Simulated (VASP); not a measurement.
# TaF (P6/mmm) in VASP: single point with PBE

Aim: the single point of TaF with PBE.

All numbers are computed with VASP 6.6.1; they aren't measurements. Logs are shortened: lines on timing, memory, paths and dates and some standing lists are left out, and cuts for length are marked.

**1. The cell of the first run**

The structure is hexagonal, space group P6/mmm (No. 191). The conventional cell has a = 2.882 Å, b = 2.882 Å, c = 4.140 Å, α = 90.00°, β = 90.00°, γ = 120.00°. Ta (site symmetry 6/mmm) has 2 F at 2.07 Å within 2.7 Å. Within 2.7 Å of F (site symmetry 6/mmm) lie 2 Ta at 2.07 Å.

The cell was generated, and may not be a known phase.

**2. Single point, PBE**

The input, INCAR:

```
  ALGO = Normal
  EDIFF = 1E-6
  ENCUT = 600
  GGA = PE
  GGA_COMPAT = False
  ISIF = 2
  ISMEAR = 0
  LASPH = True
  LCHARG = False
  LREAL = False
  LWAVE = False
  NBANDS = 16
  NELM = 120
  PREC = Accurate
  SIGMA = 0.2
```

The input, KPOINTS:

```
k-points
0
Gamma
  9 9 4
```

The input, POSCAR:

```
TaF
1.0
    2.8824064533      0.0000000033      0.0000000000
   -1.4412032295      2.4962372109      0.0000000000
    0.0000000000      0.0000000000      4.1401902807
Ta F
1 1
Direct
    0.0000000000      0.0000000000      0.5000000000
    0.0000000000      0.0000000000      0.0000000000
```

Potentials or basis: VASP PAW PBE potentials, release 64 (Ta_pv, F).

Launch:

```
$ cat potpaw_PBE.64/Ta_pv/POTCAR potpaw_PBE.64/F/POTCAR > POTCAR
$ mpirun -np 1 vasp_std > vasp.out
```

OUTCAR:

```text
EDIFF = 1E-6
   ENCUT = 600
   GGA = PE
   ISIF = 2
   ISMEAR = 0
   LASPH = True
   LREAL = False
   NELM = 120
   PREC = Accurate

 ion  position               nearest neighbor table
   1  0.000  0.000  0.500-   2 2.07   2 2.07
   2  0.000  0.000  0.000-   1 2.07   1 2.07

  LATTYP: Found a hexagonal cell.
 ALAT       =     2.8824064533
 C/A-ratio  =     1.4363658796

  Lattice vectors:

 A1 = (   2.8824064533,   0.0000000033,   0.0000000000)
 A2 = (  -1.4412032295,   2.4962372109,   0.0000000000)
 A3 = (   0.0000000000,   0.0000000000,   4.1401902807)

Analysis of symmetry for initial positions (statically):
=====================================================================
 Subroutine PRICEL returns:
 Original cell was already a primitive cell.

 Routine SETGRP: Setting up the symmetry group for a
 hexagonal supercell.

 Subroutine GETGRP returns: Found 24 space group operations
 (whereof 24 operations were pure point group operations)
 out of a pool of 24 trial point group operations.

The static configuration has the point symmetry D_6h.

Analysis of symmetry for dynamics (positions and initial velocities):
=====================================================================
 Subroutine PRICEL returns:
 Original cell was already a primitive cell.

 Routine SETGRP: Setting up the symmetry group for a
 hexagonal supercell.

 Subroutine GETGRP returns: Found 24 space group operations
 (whereof 24 operations were pure point group operations)
 out of a pool of 24 trial point group operations.

The dynamic configuration has the point symmetry D_6h.

 Subroutine INISYM returns: Found 24 space group operations
 (whereof 24 operations are pure point group operations),
 and found     1 'primitive' translations

----------------------------------------------------------------------------------------

                                     Primitive cell

  volume of cell :      29.7894

  direct lattice vectors                    reciprocal lattice vectors
     2.882406453  0.000000003  0.000000000     0.346932334  0.200301477  0.000000000
    -1.441203229  2.496237211  0.000000000    -0.000000000  0.400602954  0.000000000
     0.000000000  0.000000000  4.140190281     0.000000000  0.000000000  0.241534792

  length of vectors
     2.882406453  2.882406453  4.140190281     0.400602954  0.400602954  0.241534792

  position of ions in fractional coordinates (direct lattice)
     0.000000000  0.000000000  0.500000000
     0.000000000  0.000000000  0.000000000

  ion indices of the primitive-cell ions
   primitive index   ion index
                 1           1
                 2           2

----------------------------------------------------------------------------------------

 KPOINTS: k-points

Automatic generation of k-mesh.
 Grid dimensions read from file:
 generate k-points for:    9    9    4

 Generating k-lattice:

  Cartesian coordinates                     Fractional coordinates (reciprocal lattice)
     0.038548037  0.022255720  0.000000000     0.111111111  0.000000000  0.000000000
    -0.000000000  0.044511439  0.000000000     0.000000000  0.111111111  0.000000000
     0.000000000  0.000000000  0.060383698     0.000000000  0.000000000  0.250000000

  Length of vectors
     0.044511439  0.044511439  0.060383698

  Shift w.r.t. Gamma in fractional coordinates (k-lattice)
     0.000000000  0.000000000  0.000000000

 Subroutine IBZKPT returns following result:
 ===========================================

 Found     36 irreducible k-points:

 Following reciprocal coordinates:
            Coordinates               Weight
  0.000000  0.000000  0.000000      1.000000
  0.111111  0.000000  0.000000      6.000000
  0.222222  0.000000  0.000000      6.000000
  0.333333  0.000000  0.000000      6.000000
  0.444444  0.000000  0.000000      6.000000
  0.111111  0.111111  0.000000      6.000000
[... 16 lines left out ...]
  0.333333  0.222222  0.250000     24.000000
  0.333333  0.333333  0.250000      4.000000
 [... further k-points ...]
   k-points           NKPTS =     36   k-points in BZ     NKDIM =     36   number of bands    NBANDS=     16
   number of dos      NEDOS =    301   number of ions     NIONS =      2
   total plane-waves  NPLWV =  20736
   dimension x,y,z NGX =    24 NGY =   24 NGZ =   36
   dimension x,y,z NGXF=    48 NGYF=   48 NGZF=   72
   ions per type =               1   1
   NGX,Y,Z   is equivalent  to a cutoff of  13.84, 13.84, 14.46 a.u.
   NGXF,Y,Z  is equivalent  to a cutoff of  27.68, 27.68, 28.91 a.u.
 SYSTEM =  unknown system
   PREC   = accura    normal or accurate (medium, high low for compatibility)
   ISTART =      0    job   : 0-new  1-cont  2-samecut
   ICHARG =      2    charge: 1-file 2-atom 10-const
   ISPIN  =      1    spin polarized calculation?
   LNONCOLLINEAR =      F non collinear calculations
   LSORBIT =      F    spin-orbit coupling
   LASPH  =      T    aspherical Exc in radial PAW
   ENCUT  =  600.0 eV  44.10 Ry    6.64 a.u.   5.76  5.76  8.27*2*pi/ulx,y,z
   NELM   =    120;   NELMIN=  2; NELMDL= -5     # of ELM steps
   EDIFF  = 0.1E-05   stopping-criterion for ELM
   LREAL  =      F    real-space projection
   EDIFFG = 0.1E-04   stopping-criterion for IOM
   NSW    =      0    number of steps for IOM
   IBRION =     -1    ionic relax: 0-MD 1-quasi-New 2-CG
   NFREE  =      0    steps in history (QN), initial steepest desc. (CG)
   ISIF   =      2    stress and relaxation
   ISYM   =      2    0-nonsym 1-usesym 2-fastsym
   POTIM  = 0.5000    time-step for ionic-motion
   TEBEG  =    0.0;   TEEND  =   0.0 temperature during run
   PSTRESS=    0.0 pullay stress
   NELECT =      18.0000    total number of electrons
   NUPDOWN=      -1.0000    fix difference up-down
   EMIN   =  10.00;   EMAX   =-10.00  energy-range for DOS
   EFERMI =   0.00;   METHOD = LEGACY
   ISMEAR =     0;   SIGMA  =   0.20  broadening in eV -4-tet -1-fermi 0-gaus
   EFERMI_NEDOS =   21; number of points for ismear=-14 and -15
   IALGO  =     38    algorithm
   IMIX   =      4    mixing-type and parameters
     AMIX     =   0.40;   BMIX     =  1.00
     AMIX_MAG =   1.60;   BMIX_MAG =  1.00
  volume/ion in A,a.u.               =      14.89       100.51
  Fermi-wavevector in a.u.,A,eV,Ry     =   1.384029  2.615436 26.062455  1.915536
  Thomas-Fermi vector in A             =   2.508572
   LORBIT       =      0    0 simple, 1 ext, 2 COOP (PROOUT), +10 PAW based schemes
   GGA     = PE    functional components
   LHFCALC =     F    Hartree Fock is set to
   AEXX    =    0.0000 exact exchange contribution
   IVDW    =     0    specifies the selected vdW correction
   LEPSILON=     F    determine dielectric tensor
   LRPA    =     F    only Hartree local field effects (RPA)
 non-spin polarized calculation
 Gauss-broadening in eV      SIGMA  =   0.20
  energy-cutoff  :      600.00
  volume of cell :       29.79
 maximum number of plane-waves:      1012
 NGX is ok and might be reduce to    24
   NGX = 11   NGY = 11   NGZ = 17

 number of electron      17.9999993 magnetization

 Free energy of the ion-electron system (eV)
  ---------------------------------------------------
  ext. energy  EPLUGINS =         0.00000000
  ---------------------------------------------------
  free energy    TOTEN  =       -16.15119936 eV

  energy without entropy =      -16.12198273  energy(sigma->0) =      -16.13659104

 E-fermi :   4.6932     XC(G=0): -11.2371

 val. band max:        4.6812712059   @ k =   0.1111   0.0000   0.2500
 cond. band min:       4.7040448079   @ k =   0.1111   0.0000   0.5000
 fundamental gap:      0.0227736020
 Fermi energy:         4.6932150632

 k-point     1 :       0.0000    0.0000    0.0000
  band No.  band energies     occupation
      1     -30.6570      2.00000
      2     -29.5046      2.00000
      3     -29.5046      2.00000
      4     -21.5447      2.00000
      5      -3.1301      2.00000
      6      -1.5565      2.00000
[... 8 lines left out ...]
     15      15.1646      0.00000
     16      18.0061      0.00000

 k-point     2 :       0.1111    0.0000    0.0000
  band No.  band energies     occupation
      1     -30.6393      2.00000
      2     -29.6353      2.00000
      3     -29.5342      2.00000
      4     -21.5061      2.00000
      5      -3.0917      2.00000
      6      -1.7989      2.00000
[... 8 lines left out ...]
     15      15.3980      0.00000
     16      18.1416      0.00000

 k-point     3 :       0.2222    0.0000    0.0000
  band No.  band energies     occupation
      1     -30.5943      2.00000
      2     -29.9558      2.00000
      3     -29.6082      2.00000
      4     -21.4077      2.00000
      5      -2.9883      2.00000
      6      -2.3127      2.00000
[... 8 lines left out ...]
     15      16.0184      0.00000
     16      18.1431      0.00000

 k-point     4 :       0.3333    0.0000    0.0000
  band No.  band energies     occupation
      1     -30.5426      2.00000
      2     -30.3038      2.00000
      3     -29.6912      2.00000
      4     -21.2938      2.00000
      5      -2.8550      2.00000
      6      -2.8414      2.00000
[... 8 lines left out ...]
     15      16.8621      0.00000
     16      17.3975      0.00000

 k-point     5 :       0.4444    0.0000    0.0000
  band No.  band energies     occupation
      1     -30.5224      2.00000
      2     -30.5086      2.00000
      3     -29.7446      2.00000
      4     -21.2182      2.00000
      5      -3.1642      2.00000
      6      -2.7555      2.00000
[... 8 lines left out ...]
     15      16.0778      0.00000
     16      17.8905      0.00000

 k-point     6 :       0.1111    0.1111    0.0000
  band No.  band energies     occupation
      1     -30.6079      2.00000
      2     -29.8488      2.00000
      3     -29.5980      2.00000
      4     -21.4376      2.00000
      5      -3.0209      2.00000
      6      -2.1458      2.00000
[... 8 lines left out ...]
     15      15.8286      0.00000
     16      18.1426      0.00000

 k-point     7 :       0.2222    0.1111    0.0000
  band No.  band energies     occupation
      1     -30.5595      2.00000
      2     -30.1553      2.00000
      3     -29.7039      2.00000
      4     -21.3312      2.00000
      5      -2.9015      2.00000
      6      -2.6145      2.00000
[... 8 lines left out ...]
     15      16.5646      0.00000
     16      18.1447      0.00000

 k-point     8 :       0.3333    0.1111    0.0000
  band No.  band energies     occupation
      1     -30.5166      2.00000
      2     -30.4137      2.00000
      3     -29.7968      2.00000
      4     -21.2361      2.00000
      5      -2.9934      2.00000
      6      -2.7825      2.00000
[... 8 lines left out ...]
     15      16.9493      0.00000
     16      17.4270      0.00000

 k-point     9 :       0.4444    0.1111    0.0000
  band No.  band energies     occupation
      1     -30.5133      2.00000
      2     -30.4996      2.00000
      3     -29.8332      2.00000
      4     -21.1981      2.00000
      5      -3.1365      2.00000
      6      -2.7308      2.00000
[... 8 lines left out ...]
     15      17.1345      0.00000
     16      17.4218      0.00000
[... 172 lines left out ...]
 k-point    19 :       0.2222    0.1111    0.2500
  band No.  band energies     occupation
      1     -30.6412      2.00000
      2     -30.1538      2.00000
      3     -29.7028      2.00000
      4     -21.0195      2.00000
      5      -4.0268      2.00000
      6      -2.8149      2.00000
[... 8 lines left out ...]
     15      17.8619      0.00000
     16      18.1400      0.00000

 k-point    20 :       0.3333    0.1111    0.2500
  band No.  band energies     occupation
      1     -30.5961      2.00000
      2     -30.4120      2.00000
      3     -29.7957      2.00000
      4     -20.9310      2.00000
      5      -3.8846      2.00000
      6      -3.2762      2.00000
[... 8 lines left out ...]
     15      16.5169      0.00000
     16      18.1326      0.00000

 k-point    21 :       0.4444    0.1111    0.2500
  band No.  band energies     occupation
      1     -30.5781      2.00000
      2     -30.5116      2.00000
      3     -29.8321      2.00000
      4     -20.8956      2.00000
      5      -3.8283      2.00000
      6      -3.4496      2.00000
[... 8 lines left out ...]
     15      15.6820      0.00000
     16      18.1371      0.00000

 k-point    22 :       0.2222    0.2222    0.2500
  band No.  band energies     occupation
      1     -30.5994      2.00000
      2     -30.3178      2.00000
      3     -29.8711      2.00000
      4     -20.9377      2.00000
      5      -3.8949      2.00000
      6      -3.0950      2.00000
[... 8 lines left out ...]
     15      16.9548      0.00000
     16      17.1749      0.00000

 k-point    23 :       0.3333    0.2222    0.2500
  band No.  band energies     occupation
      1     -30.5720      2.00000
      2     -30.3943      2.00000
      3     -30.0096      2.00000
      4     -20.8836      2.00000
      5      -3.8095      2.00000
      6      -3.2063      2.00000
[... 8 lines left out ...]
     15      16.1565      0.00000
     16      17.6375      0.00000

 k-point    24 :       0.3333    0.3333    0.2500
  band No.  band energies     occupation
      1     -30.5625      2.00000
      2     -30.2415      2.00000
      3     -30.2415      2.00000
      4     -20.8649      2.00000
      5      -3.7803      2.00000
      6      -2.8708      2.00000
[... 8 lines left out ...]
     15      15.0612      0.00000
     16      18.1363      0.00000

 [... further k-points ...]

------------------------ aborting loop because EDIFF is reached ----------------------------------------

  FORCE on cell =-STRESS in cart. coord.  units (eV):
  Direction    XX          YY          ZZ          XY          YZ          ZX
  --------------------------------------------------------------------------------------
  -------------------------------------------------------------------------------------
  Total       -0.0156831     -0.0156831      0.0434874     -0.0000000     -0.0000000      0.0000000
  in kB       -0.8434902     -0.8434902      2.3389034     -0.0000000     -0.0000000      0.0000000
  external PRESSURE =       0.2173077 kB  Pullay stress =       0.0000000 kB

 VOLUME and BASIS-vectors are now :
 -----------------------------------------------------------------------------
  energy-cutoff  :      600.00
  volume of cell :       29.79
      direct lattice vectors                 reciprocal lattice vectors
     2.882406453  0.000000003  0.000000000     0.346932334  0.200301477  0.000000000
    -1.441203229  2.496237211  0.000000000    -0.000000000  0.400602954  0.000000000
     0.000000000  0.000000000  4.140190281     0.000000000  0.000000000  0.241534792

 POSITION                                       TOTAL-FORCE (eV/Angst)
 -----------------------------------------------------------------------------------
      0.00000      0.00000      2.07010        -0.000000      0.000000      0.000000
      0.00000      0.00000      0.00000         0.000000      0.000000      0.000000
 -----------------------------------------------------------------------------------
    total drift:                                0.000000      0.000000      0.000000

  FREE ENERGIE OF THE ION-ELECTRON SYSTEM (eV)
  ---------------------------------------------------
  free  energy   TOTEN  =       -16.1511993584 eV

  energy  without entropy=      -16.1219827292  energy(sigma->0) =      -16.13659104
```

It took 14 s on 1 thread of Intel Xeon Platinum 8375C at 2.90GHz (Ice Lake), shared host; peak memory 0.17 GiB.

Results:

* Free energy: -16.1512 eV
* Pressure: 0.0 GPa
* Band gap on the k mesh: zero (bands 9 and 10 overlap by 1.58 eV)

Levels at points of the mesh, in eV from the Fermi level:
| k point | band 6 | band 7 | band 8 | band 9 | band 10 | band 11 | band 12 | band 13 |
| --- | --- | --- | --- | --- | --- | --- | --- | --- |
| (0.00, 0.00, 0.00) | -6.25 | -5.98 | -5.98 | 0.42 | 0.42 | 2.19 | 3.40 | 3.40 |
| (0.00, 0.00, 0.50) | -6.22 | -6.22 | -5.86 | 0.46 | 0.46 | 2.24 | 4.19 | 4.19 |

Caveat: the k points lie up to 0.38 Å⁻¹ apart, too coarse for converged energies and pressures of a metal; spin-orbit coupling is left out, which moves the levels of the heavy elements.

The gap in the log of VASP goes by the Fermi energy; the results here count the filled bands.